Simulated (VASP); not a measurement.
The system is CoO.

```
Co O
1.0
     0.00000    2.15955    2.15955
     2.15955    0.00000    2.15955
     2.15955    2.15955    0.00000
Co O
1 1
Cartesian
  0.0000 0.0000 0.0000
  2.1595 2.1595 2.1595
```

Program: VASP 6.6.1. Alike in all runs: task single point; spin collinear, ferromagnetic start; cell as given; k mesh 11 × 11 × 11; cutoff (eV) 520; smearing fermi-dirac 0.05 eV.

Question: Order these runs on this cell by their pressure, lowest first.
A. level PBEsol; potentials or basis VASP PAW PBE potentials, release 64 (Co, O)
B. level PBE; potentials or basis VASP PAW PBE potentials, release 64 (Co, O)
C. level PBEsol+D4; potentials or basis VASP PAW PBE potentials, release 64 (Co, O)
D. level LDA; potentials or basis VASP PAW LDA potentials, release 64 (Co, O)

Answer: D (-25.0 GPa), C (-18.5 GPa), A (-16.9 GPa), B (-8.3 GPa).

Caveats: a cell with one magnetic atom can't hold antiferromagnetic order, which such compounds often take; the PAW data sets were made with another functional, which shifts forces and pressure a little (some runs); pairwise dispersion overbinds metals, which lowers pressure and volume (some runs).
